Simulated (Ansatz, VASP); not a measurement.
One calculation of CdTe, two programs

POSCAR

```
CdTe
1.0
    0.0000000000      3.2787246853      3.2787246853
    3.2787246853      0.0000000000      3.2787246853
    3.2787246853      3.2787246853      0.0000000000
Cd Te
1 1
Direct
    0.0000000000      0.0000000000      0.0000000000
    0.2500000000      0.2500000000      0.2500000000
```

INCAR.step1

```
ALGO = Normal
EDIFF = 1E-4
ENCUT = 520
GGA = PE
ISMEAR = 0
LASPH = True
LCHARG = False
LREAL = False
LWAVE = True
NBANDS = 16
NELM = 60
PREC = Accurate
SIGMA = 0.05
```

Contents of INCAR.step2:

```
ALGO = Normal
EDIFF = 1E-6
ENCUT = 520
ISIF = 2
ISMEAR = 0
ISTART = 1
LASPH = True
LCHARG = False
LMIXTAU = True
LREAL = False
LWAVE = False
METAGGA = R2SCAN
NBANDS = 16
NELM = 60
PREC = Accurate
SIGMA = 0.05
```

Contents of KPOINTS:

```
k-points
0
Gamma
  10 10 10
```

Input for Ansatz:

```yaml
crystal:
  lattice:
    - [0.0, 3.2787246853, 3.2787246853]
    - [3.2787246853, 0.0, 3.2787246853]
    - [3.2787246853, 3.2787246853, 0.0]
  atoms:
    - { symbol: Cd, position: [0.0, 0.0, 0.0] }
    - { symbol: Te, position: [0.25, 0.25, 0.25] }
basis:
  ecutwfc: 500
  ecutrho_ratio: 4
kpoints:
  mp_grid: { grid: [10, 10, 10] }
hamiltonian:
  xc: r2scan
scf:
  occupations: { method: gaussian, width: 0.05 }
  algorithm: direct_min
  mixing: { preconditioner: kerker_dos }
output:
  forces: true
  stress: true
  write_density: true
  write_potential: true
  elf: true
  volumetric_format: npy
```

Alike in both runs: task single point; functional r2SCAN; k mesh 10 × 10 × 10; occupations gaussian, width 0.05 eV; no spin polarisation.

|  | VASP | Ansatz |
| --- | --- | --- |
| version | VASP 6.6.1 | Ansatz 0.2.0 |
| potentials or method | VASP PAW PBE potentials, release 64 (Cd, Te), cutoff 520 eV | scalar-relativistic, plane waves, PAW |
| valence electrons in the cell | 18 | 36 |

|  | VASP | Ansatz | Ansatz less VASP |
| --- | --- | --- | --- |
| gap on the k mesh at the Fermi level (eV) | 1.16 | 1.17 | +0.007 |
| pressure (GPa) | 0.1 | 0.0 | -0.11 |

VASP's potentials were made for PBE, not for r2SCAN. VASP's potentials hold 18 valence electrons a cell and Ansatz's 36, so a difference there can come from the potentials and not from the codes.

Neither program's run includes spin-orbit coupling.
